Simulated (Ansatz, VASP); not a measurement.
**Se in VASP and in Ansatz**

```
Se
1.0
    -1.71182    1.71182    1.71182
     1.71182   -1.71182    1.71182
     1.71182    1.71182   -1.71182
Se
1
Direct
  0.00000 0.00000 0.00000
```

Alike in both runs: task single point; functional RPBE; k mesh 14 × 14 × 14; occupations fermi-dirac, width 0.1 eV; no spin polarisation.

|  | VASP | Ansatz |
| --- | --- | --- |
| version | VASP 6.6.1 | Ansatz 0.2.0 |
| potentials or method | VASP PAW PBE potentials, release 64 (Se), cutoff 520 eV | plane waves (420 eV) with PAW, scalar-relativistic |
| valence electrons in the cell | 6 | 16 |

|  | VASP | Ansatz | Ansatz less VASP |
| --- | --- | --- | --- |
| pressure (GPa) | 3.2 | 3.2 | +0.05 |

VASP's potentials were made for PBE, not for RPBE. The functional is the same, so the differences come from potentials, cutoffs and numerics. VASP's potentials hold 6 valence electrons a cell and Ansatz's 16, so a difference there can come from the potentials and not from the codes.
